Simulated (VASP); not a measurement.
AgI:

```
Ag I
1.0
     0.00000    3.31587    3.31587
     3.31587    0.00000    3.31587
     3.31587    3.31587    0.00000
Ag I
1 1
Direct
  0.00000 0.00000 0.00000
  0.25000 0.25000 0.25000
```

| Item | Value |
| --- | --- |
| Program | VASP 6.6.1 |
| Task | relaxation of cell and atoms |
| Functional | r2SCAN |
| Potentials or basis | VASP PAW PBE potentials, release 64 (Ag, I) |
| Cutoff | 550 eV |
| k mesh | 6 × 6 × 6 |
| Occupations | fermi-dirac, width 0.02 eV |
| Spin | no spin polarisation |

At the start: pressure -0.8 GPa; volume 36.46 Å³/atom.

Problem. How do energy, volume and symmetry change on relaxing?

Solution. Over 3 steps the energy falls by 2.6 meV/atom and the volume is 35.43 Å³/atom (-2.8 %); space group F-43m (No. 216, to 0.1 Å) before and after.

Step by step:
```
step  energy change (eV)  largest force (eV/Å)  pressure (GPa)  volume (Å³)
   1              0.0000                0.0000           -0.78        72.92
   2             -0.0051                0.0000           -0.08        71.06
   3             -0.0052                0.0000            0.00        70.87
```

Final structure:
```cif
data_structure
_symmetry_space_group_name_H-M 'P 1'
_symmetry_Int_Tables_number 1
_cell_length_a 4.6451
_cell_length_b 4.6451
_cell_length_c 4.6451
_cell_angle_alpha 60.000
_cell_angle_beta 60.000
_cell_angle_gamma 60.000
_cell_volume 70.87
loop_
_atom_site_label
_atom_site_type_symbol
_atom_site_fract_x
_atom_site_fract_y
_atom_site_fract_z
_atom_site_occupancy
Ag1 Ag 0.00000 0.00000 0.00000 1
I1 I 0.25000 0.25000 0.25000 1
```

Caveat: the PAW data sets were made with another functional, which shifts forces and pressure a little.
